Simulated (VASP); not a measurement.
A run of VASP 6.6.1 is set up as follows.

File INCAR:

```
PREC     = Accurate       # precision mode
ENCUT    = 520            # plane-wave cutoff, eV
EDIFF    = 1E-6           # SCF threshold, eV
ISMEAR   = 0              # smearing method
SIGMA    = 0.15           # smearing width, eV
LREAL    = F              # projectors in reciprocal space
LASPH    = T              # aspherical terms in the spheres
NELM     = 80             # most SCF steps
ALGO     = Normal         # electronic algorithm
ISIF     = 2              # what is computed and relaxed
LWAVE    = F              # write WAVECAR
LCHARG   = F              # write CHGCAR
GGA      = PS             # functional
NBANDS   = 12             # bands
```

KPOINTS

```
Automatic mesh
0
Gamma
  12 12 12
```

File POSCAR:

```
Sb
1.0
    2.1183413270      1.2230249354      3.6316800000
   -2.1183413270      1.2230249354      3.6316800000
    0.0000000000     -2.4460498707      3.6316800000
Sb
2
Direct
    0.2336400000      0.2336400000      0.2336400000
    0.7663600000      0.7663600000      0.7663600000
```

Potentials or basis: VASP PAW PBE potentials, release 64 (Sb).

Launch:

```console
$ cat potpaw_PBE.64/Sb/POTCAR > POTCAR
$ mpirun -np 1 vasp_std > vasp.out
```

Q: What does it give for the band gap on the k mesh?

A: Zero (bands 5 and 6 overlap by 0.37 eV).

Q: Estimate the pressure.

A: 4.7 GPa.

Q: Estimate the largest force.

A: 0.584 eV/Å.

Stress tensor (GPa, compression positive):
```
4.94 0.00 0.00
0.00 4.94 0.00
0.00 0.00 4.15
```

Caveat: the cell differs from its parent crystal (strain -0.015 along x and y, -0.030 along z); the cell stands under pressure; the PAW data sets were made with another functional, which shifts forces and pressure a little; spin-orbit coupling is left out, which moves the levels of the heavy elements.
